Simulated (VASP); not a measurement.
Write the native input for VASP 6.6.1 that does the following.

* Task: single point
* Functional: PBE
* Potentials or basis: VASP PAW PBE potentials, release 64 (B, N)
* Cutoff: 520 eV
* k mesh: 12 × 12 × 12
* Occupations: gaussian, width 0.05 eV
* Spin: no spin polarisation
* Dipole correction: no
* Further INCAR settings: ALGO = Normal; EDIFF = 1e-07; NBANDS = 11

The structure of BN lies in POSCAR:

```
BN
1.0
   -0.1359295336      1.9392613453      1.8123937807
    1.8123937807     -0.1359295336      1.8123937807
    1.6764642471      1.8033318118      0.0000000000
B N
1 1
Direct
    0.0000000000      0.0000000000      0.0000000000
    0.7500000000      0.7500000000      0.7500000000
```

This cell differs from its parent crystal: engineering shear strain xz -0.1500, normal strain along z +0.0700.

One way to write it, as run:

INCAR

```
PREC = Accurate
ENCUT = 520
EDIFF = 1E-7
ISMEAR = 0
SIGMA = 0.05
LREAL = False
LASPH = True
NELM = 100
ALGO = Normal
ISIF = 2
LWAVE = False
LCHARG = False
GGA = PE
NBANDS = 11
```

KPOINTS

```
Automatic mesh
0
Gamma
  12 12 12
```

Potentials or basis: VASP PAW PBE potentials, release 64 (B, N).

Command:

```bash
$ cat potpaw_PBE.64/B/POTCAR potpaw_PBE.64/N/POTCAR > POTCAR
$ mpirun -np 1 vasp_std > vasp.out
```

It gave:

- Pressure: -13.8 GPa
- Largest force: 0.176 eV/Å
- Band gap on the k mesh: 2.87 eV, indirect (least direct gap 5.82 eV)

Caveat: the cell differs from its parent crystal (engineering shear strain xz -0.1500, normal strain along z +0.0700).

Wall time 120 s on 1 thread of AMD EPYC 7R13, with other jobs on the host, peak memory 0.14 GiB.
